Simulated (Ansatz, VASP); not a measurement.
Two plane-wave programs on C

```xyz
2
Lattice="0.0000 1.7655 1.8196 1.7655 0.0000 1.8196 1.7655 1.7655 0.0000" Properties=species:S:1:pos:R:3 pbc="T T T"
C     0.0000    0.0000    0.0000
C     0.8828    0.8828    0.9098
```

Alike in both runs: task single point; functional PBE; k mesh 10 × 10 × 10; occupations gaussian, width 0.02 eV; no spin polarisation.

|  | VASP | Ansatz |
| --- | --- | --- |
| version | VASP 6.6.1 | Ansatz 0.2.0 |
| potentials or method | VASP PAW PBE potentials, release 64 (C), cutoff 520 eV | plane waves, PAW |
| valence electrons in the cell | 8 | 8 |

Ansatz gave:

| Item | Value |
| --- | --- |
| pressure (GPa) | 1.8 |
| traceless stress, the component that is largest in VASP (GPa) | -19.28 |

Task: What did VASP give for the same quantities?

Result: Pressure (GPa): 2.5; traceless stress, the component that is largest in VASP (GPa): -19.27.

With one functional, cell and mesh, what is left measures potentials, basis and numerics.
